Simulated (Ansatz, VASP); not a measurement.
# SiS2: VASP beside Ansatz

```xyz
6
Lattice="-2.8539 5.0122 2.7617 2.8539 -5.0122 2.7617 2.8539 5.0122 -2.7617" Properties=species:S:1:pos:R:3 pbc="T T T"
Si    0.0000    0.0000    4.1425
Si    0.0000    0.0000    1.3808
S     1.1583    1.1435    0.0000
S     1.6957    3.8687    2.7617
S     1.6957    6.1557    0.0000
S     1.1583   -1.1435    2.7617
```

Change from the starting cell: biaxial_xy strain +4.0%.

Alike in both runs: task single point; functional HSE06; k mesh 4 × 4 × 4; no spin polarisation.

|  | VASP | Ansatz |
| --- | --- | --- |
| version | VASP 6.6.1 | Ansatz 0.2.0 |
| potentials or method | VASP PAW PBE potentials, release 64 (Si, S) | plane waves, PAW |
| plane-wave cutoff (eV) | 400 | 420 |
| occupations | gaussian, width 0.01 eV | fixed |
| valence electrons in the cell | 32 | 32 |

VASP gave:

```
gap on the k mesh at the Fermi level (eV)                     : 4.07
pressure (GPa)                                                : -0.3
traceless stress, the component that is largest in VASP (GPa) : 0.26
rms of the force components (eV/Å)                            : 0.140
```

Q: Which values does Ansatz return?

A: gap on the k mesh at the Fermi level (eV): 4.07; pressure (GPa): 0.1; traceless stress, the component that is largest in VASP (GPa): 0.34; rms of the force components (eV/Å): 0.101.

Atom by atom the forces differ by 0.039 eV/Å (rms over components). Ansatz's warnings: stress exchange threshold loose, stress scf threshold loose.
